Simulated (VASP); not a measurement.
Write the native input for VASP 6.6.1 that does the following.

- Task: single point
- Functional: PBE
- Potentials or basis: VASP PAW PBE potentials, release 64 (Al, Cl, F)
- Cutoff: 520 eV
- k mesh: 6 × 6 × 2
- Occupations: gaussian, width 0.02 eV
- Spin: no spin polarisation
- Dipole correction: no
- Further INCAR settings: ALGO = Normal; EDIFF = 1e-06; NBANDS = 34

The structure of AlClF2 lies in POSCAR:

```
AlClF2
1.0
    4.3004214984      0.0000000000      0.0000000000
   -2.1502107492      3.7242742646      0.0000000000
    0.0000000000      0.0000000000     13.2552938995
Al Cl F
2 2 4
Direct
    0.0000000000      0.0000000000      0.2500000000
    0.0000000000      0.0000000000      0.7500000000
    0.3333333333      0.6666666667      0.7500000000
    0.6666666667      0.3333333333      0.2500000000
    0.0000000000      0.0000000000      0.8743057994
    0.0000000000      0.0000000000      0.3743057994
    0.0000000000      0.0000000000      0.1256942006
    0.0000000000      0.0000000000      0.6256942006
```

The cell was generated, and may not be a known phase.

One way to write it, as run:

INCAR

```
SYSTEM = AlClF2
ALGO = Normal
EDIFF = 1E-6
ENCUT = 520
GGA = PE
ISIF = 2
ISMEAR = 0
LASPH = .True.
LCHARG = .True.
LELF = .True.
LREAL = .False.
LVHAR = .True.
LWAVE = .False.
NBANDS = 34
NELM = 100
PREC = Accurate
SIGMA = 0.02
```

KPOINTS

```
k-points
0
Gamma
  6 6 2
  0 0 0
```

Potentials or basis: VASP PAW PBE potentials, release 64 (Al, Cl, F).

Command:

```console
$ cat potpaw_PBE.64/Al/POTCAR potpaw_PBE.64/Cl/POTCAR potpaw_PBE.64/F/POTCAR > POTCAR
$ mpirun -np 1 vasp_std > vasp.out
```

Results of the run:

| Quantity | Value |
| --- | --- |
| Pressure | 0.1 GPa |
| Largest force | 0.161 eV/Å |
| Band gap on the k mesh | 4.14 eV (least direct gap 4.84 eV) |

Caveat: this functional lacks dispersion, which binds layers or chains, so the pressure and a relaxed spacing across them are unreliable.

Wall time 41 s on 1 thread of Intel(R) Xeon(R) 6975P-C (Granite Rapids), on a shared host, peak memory 0.34 GiB.
